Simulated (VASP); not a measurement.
Ba3Cd:

```
Ba Cd
1.0
     5.11391    0.00000    0.00000
     0.00000    5.11391    0.00000
     0.00000    0.00000    5.11391
Ba Cd
3 1
Direct
  0.00000 0.50000 0.50000
  0.50000 0.00000 0.50000
  0.50000 0.50000 0.00000
  0.00000 0.00000 0.00000
```

- Program: VASP 6.6.1
- Task: relaxation of cell and atoms
- Functional: PBE
- Potentials or basis: VASP PAW PBE potentials, release 64 (Ba_sv, Cd_sv_GW)
- Cutoff: 630 eV
- k mesh: 4 × 4 × 4
- Occupations: gaussian, width 0.1 eV
- Spin: no spin polarisation

At the start: pressure 8.8 GPa; volume 33.43 Å³/atom.

Q: Where does the relaxation end?

A: Over 4 steps the energy falls by 281.2 meV/atom and the volume is 47.10 Å³/atom (+40.9 %); space group Pm-3m (No. 221, to 0.1 Å) before and after.

Step by step:
```tsv
step	energy change (eV)	largest force (eV/Å)	pressure (GPa)	volume (Å³)
1	0.0000	0.0000	8.79	133.74
2	-1.0569	0.0000	1.42	172.46
3	-1.1193	0.0000	0.38	183.81
4	-1.1249	0.0000	0.02	188.40
```

Final structure:
```
Ba Cd
1.0
     5.73276    0.00000    0.00000
     0.00000    5.73276    0.00000
     0.00000    0.00000    5.73276
Ba Cd
3 1
Direct
  0.00000 0.50000 0.50000
  0.50000 0.00000 0.50000
  0.50000 0.50000 0.00000
  0.00000 0.00000 0.00000
```

Caveat: the volume moved by over 15 % at a fixed basis, so the end points are rough.
